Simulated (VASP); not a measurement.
# CaSe (Fm-3m) in VASP: settings compared

Aim: see how the results for CaSe move with the level of theory and the settings. Levels: PBEsol, LDA. Tasks: relaxation of cell and atoms.

Program: VASP 6.6.1. These are calculated values, not measurements. Logs are shortened: lines on timing, memory, paths and dates and some standing lists are left out, and cuts for length are marked.

## 1. The cell of the first run

The structure is cubic, space group Fm-3m (No. 225). The conventional cell has a = 5.959 Å, b = 5.959 Å, c = 5.959 Å, α = 90.00°, β = 90.00°, γ = 90.00°. Within 3.9 Å of Ca (site symmetry m-3m) lie 6 Se at 2.98 Å. Se (site symmetry m-3m) has 6 Ca at 2.98 Å within 3.9 Å.

## 2. Relaxation of cell and atoms, PBEsol

Contents of INCAR:

```
SYSTEM = CaSe
  PREC = Accurate
  ENCUT = 600
  EDIFF = 1E-6
  ISMEAR = -1
  SIGMA = 0.02
  LREAL = .FALSE.
  LASPH = .TRUE.
  NELM = 80
  ALGO = Normal
  ISIF = 3
  LWAVE = .FALSE.
  LCHARG = .FALSE.
  GGA = PS
  IBRION = 2
  NSW = 80
  EDIFFG = -0.005
```

Contents of KPOINTS:

```
Automatic mesh
0
G
  6 6 6
  0 0 0
```

Contents of POSCAR:

```
CaSe
1.0
    0.0000000000      2.9795339269      2.9795339269
    2.9795339269      0.0000000000      2.9795339269
    2.9795339269      2.9795339269      0.0000000000
Ca Se
1 1
Direct
    0.0000000000      0.0000000000      0.0000000000
    0.5000000000      0.5000000000      0.5000000000
```

Potentials or basis: VASP PAW PBE potentials, release 64 (Ca_sv, Se).

Started as:

```sh
$ cat potpaw_PBE.64/Ca_sv/POTCAR potpaw_PBE.64/Se/POTCAR > POTCAR
$ mpirun -np 1 vasp_std > vasp.out
```

OUTCAR:

```text
SYSTEM = CaSe
   PREC = Accurate
   ENCUT = 600
   EDIFF = 1E-6
   ISMEAR = -1
   LREAL = .FALSE.
   LASPH = .TRUE.
   NELM = 80
   ISIF = 3
   GGA = PS
   IBRION = 2
   NSW = 80
   EDIFFG = -0.005

 ion  position               nearest neighbor table
   1  0.000  0.000  0.000-   2 2.98   2 2.98   2 2.98   2 2.98   2 2.98   2 2.98
   2  0.500  0.500  0.500-   1 2.98   1 2.98   1 2.98   1 2.98   1 2.98   1 2.98

  LATTYP: Found a face centered cubic cell.
 ALAT       =     5.9590678538

  Lattice vectors:

 A1 = (   0.0000000000,   2.9795339269,   2.9795339269)
 A2 = (   2.9795339269,   0.0000000000,   2.9795339269)
 A3 = (   2.9795339269,   2.9795339269,   0.0000000000)

Analysis of symmetry for initial positions (statically):
=====================================================================
 Subroutine PRICEL returns:
 Original cell was already a primitive cell.

 Routine SETGRP: Setting up the symmetry group for a
 face centered cubic supercell.

 Subroutine GETGRP returns: Found 48 space group operations
 (whereof 48 operations were pure point group operations)
 out of a pool of 48 trial point group operations.

The static configuration has the point symmetry O_h .

Analysis of symmetry for dynamics (positions and initial velocities):
=====================================================================
 Subroutine PRICEL returns:
 Original cell was already a primitive cell.

 Routine SETGRP: Setting up the symmetry group for a
 face centered cubic supercell.

 Subroutine GETGRP returns: Found 48 space group operations
 (whereof 48 operations were pure point group operations)
 out of a pool of 48 trial point group operations.

The dynamic configuration has the point symmetry O_h .

 Subroutine INISYM returns: Found 48 space group operations
 (whereof 48 operations are pure point group operations),
 and found     1 'primitive' translations

----------------------------------------------------------------------------------------

                                     Primitive cell

  volume of cell :      52.9024

  direct lattice vectors                    reciprocal lattice vectors
     0.000000000  2.979533927  2.979533927    -0.167811481  0.167811481  0.167811481
     2.979533927  0.000000000  2.979533927     0.167811481 -0.167811481  0.167811481
     2.979533927  2.979533927  0.000000000     0.167811481  0.167811481 -0.167811481

  length of vectors
     4.213697289  4.213697289  4.213697289     0.290658011  0.290658011  0.290658011

  position of ions in fractional coordinates (direct lattice)
     0.000000000  0.000000000  0.000000000
     0.500000000  0.500000000  0.500000000

  ion indices of the primitive-cell ions
   primitive index   ion index
                 1           1
                 2           2

----------------------------------------------------------------------------------------

 KPOINTS: Automatic mesh

Automatic generation of k-mesh.
 Grid dimensions read from file:
 generate k-points for:    6    6    6

 Generating k-lattice:

  Cartesian coordinates                     Fractional coordinates (reciprocal lattice)
    -0.027968580  0.027968580  0.027968580     0.166666667  0.000000000  0.000000000
     0.027968580 -0.027968580  0.027968580     0.000000000  0.166666667  0.000000000
     0.027968580  0.027968580 -0.027968580     0.000000000  0.000000000  0.166666667

  Length of vectors
     0.048443002  0.048443002  0.048443002

  Shift w.r.t. Gamma in fractional coordinates (k-lattice)
     0.000000000  0.000000000  0.000000000

 Subroutine IBZKPT returns following result:
 ===========================================

 Found     16 irreducible k-points:

 Following reciprocal coordinates:
            Coordinates               Weight
  0.000000  0.000000  0.000000      1.000000
  0.166667  0.000000  0.000000      8.000000
  0.333333  0.000000  0.000000      8.000000
  0.500000  0.000000  0.000000      4.000000
  0.166667  0.166667  0.000000      6.000000
  0.333333  0.166667  0.000000     24.000000
[... 8 lines left out ...]
 -0.333333  0.333333  0.166667     24.000000
 -0.333333  0.500000  0.166667     12.000000
   k-points           NKPTS =     16   k-points in BZ     NKDIM =     16   number of bands    NBANDS=     12
   number of dos      NEDOS =    301   number of ions     NIONS =      2
   total plane-waves  NPLWV =  46656
   dimension x,y,z NGX =    36 NGY =   36 NGZ =   36
   dimension x,y,z NGXF=    72 NGYF=   72 NGZF=   72
   ions per type =               1   1
   NGX,Y,Z   is equivalent  to a cutoff of  14.20, 14.20, 14.20 a.u.
   NGXF,Y,Z  is equivalent  to a cutoff of  28.41, 28.41, 28.41 a.u.
 SYSTEM =  CaSe
   PREC   = accura    normal or accurate (medium, high low for compatibility)
   ISTART =      0    job   : 0-new  1-cont  2-samecut
   ICHARG =      2    charge: 1-file 2-atom 10-const
   ISPIN  =      1    spin polarized calculation?
   LNONCOLLINEAR =      F non collinear calculations
   LSORBIT =      F    spin-orbit coupling
   LASPH  =      T    aspherical Exc in radial PAW
   ENCUT  =  600.0 eV  44.10 Ry    6.64 a.u.   8.42  8.42  8.42*2*pi/ulx,y,z
   NELM   =     80;   NELMIN=  2; NELMDL= -5     # of ELM steps
   EDIFF  = 0.1E-05   stopping-criterion for ELM
   LREAL  =      F    real-space projection
   EDIFFG = -.5E-02   stopping-criterion for IOM
   NSW    =     80    number of steps for IOM
   IBRION =      2    ionic relax: 0-MD 1-quasi-New 2-CG
   NFREE  =      1    steps in history (QN), initial steepest desc. (CG)
   ISIF   =      3    stress and relaxation
   ISYM   =      2    0-nonsym 1-usesym 2-fastsym
   POTIM  = 0.5000    time-step for ionic-motion
   TEBEG  =    0.0;   TEEND  =   0.0 temperature during run
   PSTRESS=    0.0 pullay stress
   NELECT =      16.0000    total number of electrons
   NUPDOWN=      -1.0000    fix difference up-down
   EMIN   =  10.00;   EMAX   =-10.00  energy-range for DOS
   EFERMI =   0.00;   METHOD = LEGACY
   ISMEAR =    -1;   SIGMA  =   0.02  broadening in eV -4-tet -1-fermi 0-gaus
   EFERMI_NEDOS =   21; number of points for ismear=-14 and -15
   IALGO  =     38    algorithm
   IMIX   =      4    mixing-type and parameters
     AMIX     =   0.40;   BMIX     =  1.00
     AMIX_MAG =   1.60;   BMIX_MAG =  1.00
  volume/ion in A,a.u.               =      26.45       178.50
  Fermi-wavevector in a.u.,A,eV,Ry     =   1.098896  2.076612 16.430013  1.207572
  Thomas-Fermi vector in A             =   2.235281
   LORBIT       =      0    0 simple, 1 ext, 2 COOP (PROOUT), +10 PAW based schemes
   GGA     = PS    functional components
   LHFCALC =     F    Hartree Fock is set to
   AEXX    =    0.0000 exact exchange contribution
   IVDW    =     0    specifies the selected vdW correction
   LEPSILON=     F    determine dielectric tensor
   LRPA    =     F    only Hartree local field effects (RPA)
 conjugate gradient relaxation of ions
 non-spin polarized calculation
  energy-cutoff  :      600.00
  volume of cell :       52.90
 maximum number of plane-waves:      1807
 NGX is ok and might be reduce to    36
   NGX = 17   NGY = 17   NGZ = 17

--------------------------------------- Ionic step        1  -------------------------------------------

 number of electron      16.0000001 magnetization

 Free energy of the ion-electron system (eV)
  ---------------------------------------------------
  ext. energy  EPLUGINS =         0.00000000
  ---------------------------------------------------
  free energy    TOTEN  =       -10.06004027 eV

  energy without entropy =      -10.06004027  energy(sigma->0) =      -10.06004027

 E-fermi :   2.7225     XC(G=0):  -9.2329

 val. band max:        2.1924780731   @ k =   0.0000   0.0000   0.0000
 cond. band min:       4.1720690828   @ k =   0.5000   0.5000   0.0000
 fundamental gap:      1.9795910097
 Fermi energy:         2.7225450226

 k-point     1 :       0.0000    0.0000    0.0000
  band No.  band energies     occupation
      1     -37.4161      2.00000
      2     -18.4864      2.00000
      3     -18.4864      2.00000
      4     -18.4864      2.00000
      5      -9.5562      2.00000
      6       2.1925      2.00000
      7       2.1925      2.00000
      8       2.1925      2.00000
      9       5.2584      0.00000
     10       5.8489      0.00000
     11       5.8489      0.00000
     12       5.8489      0.00000

 k-point     2 :       0.1667    0.0000    0.0000
  band No.  band energies     occupation
      1     -37.4145      2.00000
      2     -18.5137      2.00000
      3     -18.4883      2.00000
      4     -18.4883      2.00000
      5      -9.4029      2.00000
      6       1.0026      2.00000
      7       1.8145      2.00000
      8       1.8145      2.00000
      9       5.7025      0.00000
     10       6.2008      0.00000
     11       6.2008      0.00000
     12       6.7955      0.00000
[... 257 lines left out ...]
 VOLUME and BASIS-vectors are now :
 -----------------------------------------------------------------------------
  energy-cutoff  :      600.00
  volume of cell :       50.44
      direct lattice vectors                 reciprocal lattice vectors
     0.000000000  2.932614611  2.932614611    -0.170496320  0.170496320  0.170496320
     2.932614611  0.000000000  2.932614611     0.170496320 -0.170496320  0.170496320
     2.932614611  2.932614611  0.000000000     0.170496320  0.170496320 -0.170496320

 POSITION                                       TOTAL-FORCE (eV/Angst)
 -----------------------------------------------------------------------------------
      5.86523      5.86523      5.86523        -0.000000     -0.000000     -0.000000
      2.93261      2.93261      2.93261         0.000000      0.000000      0.000000
 -----------------------------------------------------------------------------------
    total drift:                                0.000000      0.000000      0.000000

  FREE ENERGIE OF THE ION-ELECTRON SYSTEM (eV)
  ---------------------------------------------------
  free  energy   TOTEN  =       -10.0734567075 eV

  energy  without entropy=      -10.0734567075  energy(sigma->0) =      -10.07345671

--------------------------------------- Ionic step        3  -------------------------------------------

 number of electron      16.0000000 magnetization

 Free energy of the ion-electron system (eV)
  ---------------------------------------------------
  ext. energy  EPLUGINS =         0.00000000
  ---------------------------------------------------
  free energy    TOTEN  =       -10.07377183 eV

  energy without entropy =      -10.07377183  energy(sigma->0) =      -10.07377183

 E-fermi :   3.0197     XC(G=0):  -9.4096

 val. band max:        2.4794550857   @ k =   0.0000   0.0000   0.0000
 cond. band min:       4.3558780224   @ k =   0.5000   0.5000   0.0000
 fundamental gap:      1.8764229367
 Fermi energy:         3.0197032497

 k-point     1 :       0.0000    0.0000    0.0000
  band No.  band energies     occupation
      1     -37.0051      2.00000
      2     -18.0837      2.00000
      3     -18.0837      2.00000
      4     -18.0837      2.00000
      5      -9.4142      2.00000
      6       2.4795      2.00000
      7       2.4795      2.00000
      8       2.4795      2.00000
      9       5.7657      0.00000
     10       6.1169      0.00000
     11       6.1169      0.00000
     12       6.1169      0.00000

 k-point     2 :       0.1667    0.0000    0.0000
  band No.  band energies     occupation
      1     -37.0031      2.00000
      2     -18.1173      2.00000
      3     -18.0859      2.00000
      4     -18.0859      2.00000
      5      -9.2431      2.00000
      6       1.2404      2.00000
      7       2.0675      2.00000
      8       2.0675      2.00000
      9       6.0323      0.00000
     10       6.4895      0.00000
     11       6.4895      0.00000
     12       7.2824      0.00000
[... 221 lines left out ...]
 VOLUME and BASIS-vectors are now :
 -----------------------------------------------------------------------------
  energy-cutoff  :      600.00
  volume of cell :       50.75
      direct lattice vectors                 reciprocal lattice vectors
     0.000000000  2.938537077  2.938537077    -0.170152694  0.170152694  0.170152694
     2.938537077  0.000000000  2.938537077     0.170152694 -0.170152694  0.170152694
     2.938537077  2.938537077  0.000000000     0.170152694  0.170152694 -0.170152694

 POSITION                                       TOTAL-FORCE (eV/Angst)
 -----------------------------------------------------------------------------------
      0.00000      0.00000      0.00000        -0.000000     -0.000000      0.000000
      2.93854      2.93854      2.93854         0.000000      0.000000     -0.000000
 -----------------------------------------------------------------------------------
    total drift:                                0.000000      0.000000      0.000000

  FREE ENERGIE OF THE ION-ELECTRON SYSTEM (eV)
  ---------------------------------------------------
  free  energy   TOTEN  =       -10.0737718295 eV

  energy  without entropy=      -10.0737718295  energy(sigma->0) =      -10.07377183

 reached required accuracy - stopping structural energy minimisation
```

It took 19 s on 1 thread of Intel Xeon Platinum 8488C (Sapphire Rapids), shared host; peak memory 0.21 GiB.

What came out:

```
Free energy                            : -10.0738 eV
Relaxed volume                         : 25.37 Å³/atom
Relaxed cell                           : a = 4.156 Å, b = 4.156 Å, c = 4.156 Å, α = 60.00°, β = 60.00°, γ = 60.00°
Space group after relaxing (to 0.05 Å) : Fm-3m (No. 225)
Energy gained by relaxing              : 6.9 meV/atom
Ionic steps                            : 3
Pressure after relaxing                : 0.0 GPa
Band gap on the k mesh                 : 1.88 eV, indirect (least direct gap 2.84 eV)
```

The path:
```csv
step,energy change (eV),largest force (eV/Å),pressure (GPa),volume (Å³)
1,0.0000,0.0000,-1.98,52.90
2,-0.0134,0.0000,0.32,50.44
3,-0.0137,0.0000,0.02,50.75
```

Final structure:
```cif
data_structure
_symmetry_space_group_name_H-M 'P 1'
_symmetry_Int_Tables_number 1
_cell_length_a 4.1557
_cell_length_b 4.1557
_cell_length_c 4.1557
_cell_angle_alpha 60.000
_cell_angle_beta 60.000
_cell_angle_gamma 60.000
_cell_volume 50.75
loop_
_atom_site_label
_atom_site_type_symbol
_atom_site_fract_x
_atom_site_fract_y
_atom_site_fract_z
_atom_site_occupancy
Ca1 Ca 0.00000 0.00000 0.00000 1
Se1 Se 0.50000 0.50000 0.50000 1
```

Levels at points of the mesh, in eV from the valence-band top:
```
           k point  band 6  band 7  band 8  band 9  band 10  band 11
(0.00, 0.00, 0.00)    0.00    0.00    0.00    3.29     3.64     3.64
(0.50, 0.00, 0.00)   -3.41   -1.26   -1.26    4.41     5.50     5.53
(0.50, 0.50, 0.00)   -2.61   -0.97   -0.97    1.88     5.02     5.06
```

Caveat: the PAW data sets were made with another functional, which shifts forces and pressure a little.

[end of part 1 of 2]
